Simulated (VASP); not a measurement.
**Sn: single point with PBE**

The system is Sn.

```
CELL_PARAMETERS angstrom
0.00000 3.20174 3.20174
3.20174 0.00000 3.20174
3.20174 3.20174 0.00000
ATOMIC_POSITIONS crystal
Sn 0.50000 0.50000 0.50000
Sn 0.75000 0.75000 0.75000
```

This cell differs from its parent crystal: volume scaled by 0.96.

```yaml
Program: VASP 6.6.1
Task: single point
Functional: PBE
Potentials_or_basis: VASP PAW PBE potentials, release 64 (Sn_d)
Cutoff: 520 eV
k_mesh: 9 × 9 × 9
Occupations: fermi-dirac, width 0.03 eV
Spin: no spin polarisation
Dipole_correction: no
Further_INCAR_settings: ALGO = Normal; EDIFF = 1e-06; NBANDS = 21
```

* Pressure: 5.4 GPa
* Band gap on the k mesh: zero (filled and empty bands touch)

Levels at points of the mesh, in eV from the Fermi level:
```
           k point  band 11  band 12  band 13  band 14  band 15  band 16  band 17  band 18
(0.00, 0.00, 0.00)   -10.93    -0.40     0.04     0.04     0.04     2.12     2.12     2.12
```

Wall time 43 s on 1 thread of Intel(R) Xeon(R) Platinum 8259CL CPU @ 2.50GHz (Skylake/Cascade Lake), with other jobs on the host, peak memory 0.21 GiB.

Caveat: spin-orbit coupling is left out, which moves the levels of the heavy elements.
